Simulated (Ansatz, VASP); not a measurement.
## Two plane-wave programs on Tl

```
Tl
1.0
     3.59028    0.00000    0.00000
    -1.79514    3.10928    0.00000
     0.00000    0.00000    5.64194
Tl
2
Direct
  0.33333 0.66667 0.25000
  0.66667 0.33333 0.75000
```

Alike in both runs: task single point; functional PBE; k mesh 10 × 10 × 6; occupations fermi-dirac, width 0.1 eV; no spin polarisation.

|  | VASP | Ansatz |
| --- | --- | --- |
| version | VASP 6.6.1 | Ansatz 0.2.0 |
| potentials or method | VASP PAW PBE potentials, release 64 (Tl_d), cutoff 520 eV | plane waves (420 eV) with PAW, scalar-relativistic |
| valence electrons in the cell | 26 | 26 |

Ansatz gave:

```
pressure (GPa)                                                : 0.0
traceless stress, the component that is largest in VASP (GPa) : 0.23
```

**Question.** Estimate VASP's values.

**Answer.** Pressure (GPa): -0.1; traceless stress, the component that is largest in VASP (GPa): 0.22.

With one functional, cell and mesh, what is left measures potentials, basis and numerics.

Spin-orbit coupling is off throughout.
